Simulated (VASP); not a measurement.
A run of VASP 6.6.1:

The input POSCAR:

```
SiS3
1.0
    5.7358445318      0.0000000000      0.0000000000
   -2.8679222659      4.9673870767      0.0000000000
    0.0000000000      0.0000000000      5.0830928338
Si S
2 6
Direct
    0.3333333333      0.6666666667      0.2500000000
    0.6666666667      0.3333333333      0.7500000000
    0.8006639883      0.6013279766      0.2500000000
    0.1993360117      0.8006639883      0.7500000000
    0.3986720234      0.1993360117      0.2500000000
    0.1993360117      0.3986720234      0.7500000000
    0.8006639883      0.1993360117      0.2500000000
    0.6013279766      0.8006639883      0.7500000000
```

INCAR.step1

```
PREC = Accurate
ENCUT = 600
ISMEAR = 0
SIGMA = 0.1
LREAL = False
LASPH = True
NELM = 100
GGA = PE
ALGO = Normal
EDIFF = 1E-4
LWAVE = True
LCHARG = False
```

INCAR.step2

```
PREC = Accurate
ENCUT = 600
EDIFF = 1E-7
ISMEAR = 0
SIGMA = 0.1
LREAL = False
LASPH = True
NELM = 100
ALGO = Normal
ISIF = 3
LWAVE = False
LCHARG = False
METAGGA = R2SCAN
LMIXTAU = True
IBRION = 2
NSW = 90
EDIFFG = -0.04
ISTART = 1
```

The input KPOINTS:

```
Automatic mesh
0
Gamma
  6 6 4
```

Potentials or basis: VASP PAW PBE potentials, release 64 (Si, S).

Launch:

```console
$ cat potpaw_PBE.64/Si/POTCAR potpaw_PBE.64/S/POTCAR > POTCAR
$ cp INCAR.step1 INCAR
$ mpirun -np 1 vasp_std > vasp.out
$ cp INCAR.step2 INCAR
$ mpirun -np 1 vasp_std > vasp.out
```

Hardware: 1 thread of Intel(R) Xeon(R) Platinum 8488C (Sapphire Rapids), with other jobs on the host.

Problem. How long does it take, and how much memory?

Solution. It took 91 min on 1 thread of Intel(R) Xeon(R) Platinum 8488C (Sapphire Rapids), with other jobs on the host, peak memory 0.37 GiB. Counts: k points 21, ion steps 31.
